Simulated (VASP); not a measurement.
A run of VASP 6.6.1:

File POSCAR:

```
PbF2
1.0
    0.0000000000      2.9698500000      2.9698500000
    2.9698500000      0.0000000000      2.9698500000
    2.9698500000      2.9698500000      0.0000000000
Pb F
1 2
Direct
   -0.0364507216      0.0121502405      0.0121502405
    0.2500000000      0.2500000000      0.2500000000
    0.7500000000      0.7500000000      0.7500000000
```

The input INCAR.step1:

```
SYSTEM = PbF2
  PREC = Accurate
  ENCUT = 520
  ISMEAR = 0
  SIGMA = 0.05
  LREAL = .False.
  LASPH = .True.
  NELM = 60
  NBANDS = 21
  GGA = PE
  ALGO = Normal
  EDIFF = 1E-4
  LWAVE = .True.
  LCHARG = .False.
```

Contents of INCAR.step2:

```
SYSTEM = PbF2
  PREC = Accurate
  ENCUT = 520
  EDIFF = 1E-6
  ISMEAR = 0
  SIGMA = 0.05
  LREAL = .False.
  LASPH = .True.
  NELM = 60
  ALGO = Normal
  ISIF = 2
  LWAVE = .False.
  LCHARG = .False.
  METAGGA = R2SCAN
  LMIXTAU = .True.
  NBANDS = 21
  ISTART = 1
```

File KPOINTS:

```
regular mesh
0
Gamma
  8 8 8
  0 0 0
```

Potentials or basis: VASP PAW PBE potentials, release 64 (Pb_d, F).

Command:

```sh
$ cat potpaw_PBE.64/Pb_d/POTCAR potpaw_PBE.64/F/POTCAR > POTCAR
$ cp INCAR.step1 INCAR
$ mpirun -np 1 vasp_std > vasp.out
$ cp INCAR.step2 INCAR
$ mpirun -np 1 vasp_std > vasp.out
```

Hardware: 1 thread of Oxide Virtual Turin-like Processor (shared host).

Estimate the wall time of this run.

Run time: 3.3 min on 1 thread of Oxide Virtual Turin-like Processor (shared host), peak memory 0.19 GiB. Counts: k points 65.
